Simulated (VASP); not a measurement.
Write the native input for VASP 6.6.1 that does the following.

* Task: single point
* Functional: PBE
* Potentials or basis: VASP PAW PBE potentials, release 64 (Ga_d)
* Cutoff: 520 eV
* k mesh: 10 × 10 × 8
* Occupations: gaussian, width 0.05 eV
* Spin: no spin polarisation
* Dipole correction: no
* Further INCAR settings: ALGO = Normal; EDIFF = 1e-07; NBANDS = 20

The structure of Ga lies in POSCAR:

```
Ga
1.0
    1.4500000000     -4.0650000000      0.0000000000
    1.4500000000      4.0650000000      0.0000000000
    0.0000000000      0.0000000000      3.1700000000
Ga
2
Direct
    0.8670000000      0.1330000000      0.2500000000
    0.1330000000      0.8670000000      0.7500000000
```

One way to write it, as run:

INCAR

```
ALGO     = Normal         # electronic algorithm
EDIFF    = 1E-7           # SCF threshold, eV
ENCUT    = 520            # plane-wave cutoff, eV
GGA      = PE             # functional
ISIF     = 2              # what is computed and relaxed
ISMEAR   = 0              # smearing method
LASPH    = T              # aspherical terms in the spheres
LCHARG   = F              # write CHGCAR
LREAL    = F              # projectors in reciprocal space
LWAVE    = F              # write WAVECAR
NBANDS   = 20             # bands
NELM     = 60             # most SCF steps
PREC     = Accurate       # precision mode
SIGMA    = 0.05           # smearing width, eV
```

KPOINTS

```
k-points
0
Gamma
  10 10 8
```

Potentials or basis: VASP PAW PBE potentials, release 64 (Ga_d).

Command:

```sh
$ cat potpaw_PBE.64/Ga_d/POTCAR > POTCAR
$ mpirun -np 1 vasp_std > vasp.out
```

Results of the run:

* Pressure: 1.5 GPa
* Largest force: 0.215 eV/Å
* Band gap on the k mesh: zero (band 13 reaches 10.79 eV, above the bottom of band 14 at 1.42 eV)

Wall time 69 s on 1 thread of Intel(R) Xeon(R) Platinum 8375C CPU @ 2.90GHz (Ice Lake), with other jobs on the host, peak memory 0.22 GiB.
